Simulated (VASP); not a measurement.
A run of VASP 6.6.1 is set up as follows.

Contents of INCAR:

```
PREC = Accurate ; ENCUT = 520
EDIFF = 1E-6 ; ISMEAR = 0
SIGMA = 0.1 ; LREAL = False
LASPH = True ; NELM = 150
ALGO = Normal ; ISIF = 2
LWAVE = False ; LCHARG = False
ISPIN = 2 ; MAGMOM = 1 0 0 0 0
LORBIT = 11 ; LMAXMIX = 4
GGA = PE ; NBANDS = 25
```

File KPOINTS:

```
Automatic mesh
0
Gamma
  6 6 4
```

POSCAR

```
TiBe2Sb2
1.0
    4.1346732700      0.0000000000      0.0000000000
   -2.0673366400      3.5807320900      0.0000000000
    0.0000000000      0.0000000000      6.5869599800
Ti Be Sb
1 2 2
Direct
    0.0000000000      0.0000000000      0.0000000000
    0.3333333300      0.6666666700      0.6420000200
    0.6666666700      0.3333333300      0.3579999800
    0.3333333300      0.6666666700      0.2572999900
    0.6666666700      0.3333333300      0.7427000100
```

Potentials or basis: VASP PAW PBE potentials, release 64 (Ti_sv, Be, Sb).

Run with:

```sh
$ cat potpaw_PBE.64/Ti_sv/POTCAR potpaw_PBE.64/Be/POTCAR potpaw_PBE.64/Sb/POTCAR > POTCAR
$ mpirun -np 1 vasp_std > vasp.out
```

What does it give for the largest force?

0.297 eV/Å.

What does it give for the band gap on the k mesh?

Zero (filled and empty bands overlap).

Stress tensor (GPa, compression positive):
```
-2.44  0.00  0.00
 0.00 -2.44  0.00
 0.00  0.00 -3.19
```

Caveat: spin-orbit coupling is left out, which moves the levels of the heavy elements.
